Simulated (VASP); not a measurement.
Set up this calculation in VASP 6.6.1, as the native input.

```yaml
Task: single point
Functional: PBE
Potentials_or_basis: VASP PAW PBE potentials, release 64 (Al, Pt)
Cutoff: 520 eV
k_mesh: 6 × 6 × 4
Occupations: gaussian, width 0.2 eV
Spin: no spin polarisation
Dipole_correction: no
Further_INCAR_settings: ALGO = Normal; EDIFF = 1e-06; NBANDS = 25
```

The structure of Al2Pt lies in POSCAR:

```
Al2Pt
1.0
   -2.1032783233      2.1032783233      2.9709052371
    2.1032783233     -2.1032783233      2.9709052371
    4.2065566466      4.2065566466      0.0000000000
Al Pt
4 2
Direct
    1.0000000000      0.5000000000      0.2500000000
    0.5000000000      1.0000000000      0.7500000000
    0.5000000000      1.0000000000      0.2500000000
    0.0000000000      0.5000000000      0.7500000000
    1.0000000000      1.0000000000      0.5000000000
    0.5000000000      0.5000000000      1.0000000000
```

The input as run:

INCAR

```
SYSTEM = Al2Pt
PREC = Accurate
ENCUT = 520
EDIFF = 1E-6
ISMEAR = 0
SIGMA = 0.2
LREAL = .False.
LASPH = .True.
NELM = 100
ALGO = Normal
ISIF = 2
LWAVE = .False.
LCHARG = .False.
GGA = PE
NBANDS = 25
```

KPOINTS

```
Automatic mesh
0
Gamma
  6 6 4
  0 0 0
```

Potentials or basis: VASP PAW PBE potentials, release 64 (Al, Pt).

The run is started by

```bash
$ cat potpaw_PBE.64/Al/POTCAR potpaw_PBE.64/Pt/POTCAR > POTCAR
$ mpirun -np 1 vasp_std > vasp.out
```

It gave:

| Item | Value |
| --- | --- |
| Pressure | -0.2 GPa |
| Band gap on the k mesh | zero (band 16 reaches 10.50 eV, above the bottom of band 17 at 6.11 eV) |

Caveat: spin-orbit coupling is left out, which moves the levels of the heavy elements.

Run time: 53 s on 1 thread of Intel(R) Xeon(R) Platinum 8488C (Sapphire Rapids), on a shared host, peak memory 0.26 GiB.
